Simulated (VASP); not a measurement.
A run of VASP 6.6.1:

File POSCAR:

```
Pt
1.0
    2.7606660000      0.0000000000      0.0000000000
   -1.3803330000      2.3908070000      0.0000000000
    0.0000000000      0.0000000000      4.7921340000
Pt
2
Direct
    0.6666666667      0.3333333333      0.7500000000
    0.3333333333      0.6666666667      0.2500000000
```

File INCAR.step1:

```
SYSTEM = Pt
ALGO = Normal ; EDIFF = 1E-5
ENCUT = 550 ; GGA = PE
GGA_COMPAT = .False. ; ISMEAR = -1
LASPH = .True. ; LCHARG = .False.
LREAL = .False. ; LWAVE = .True.
NBANDS = 17 ; NELM = 120
PREC = Accurate ; SIGMA = 0.1
```

File INCAR.step2:

```
SYSTEM = Pt
ALGO = Normal ; EDIFF = 1E-6
ENCUT = 550 ; GGA_COMPAT = .False.
ISIF = 2 ; ISMEAR = -1
ISTART = 1 ; LASPH = .True.
LCHARG = .True. ; LELF = .True.
LMIXTAU = .True. ; LREAL = .False.
LVHAR = .True. ; LWAVE = .False.
METAGGA = R2SCAN ; NBANDS = 17
NELM = 120 ; PREC = Accurate
SIGMA = 0.1
```

The input KPOINTS:

```
k-points
0
Gamma
  7 7 4
  0 0 0
```

Potentials or basis: VASP PAW PBE potentials, release 64 (Pt).

Command:

```console
$ cat potpaw_PBE.64/Pt/POTCAR > POTCAR
$ cp INCAR.step1 INCAR
$ mpirun -np 1 vasp_std > vasp.out
$ cp INCAR.step2 INCAR
$ mpirun -np 1 vasp_std > vasp.out
```

Hardware: 1 thread of AMD EPYC 7R13 (shared host).

**Question.** How long does it take, and how much memory?

**Answer.** Run time: 110 s on 1 thread of AMD EPYC 7R13 (shared host), peak memory 0.14 GiB. Counts: k points 24.
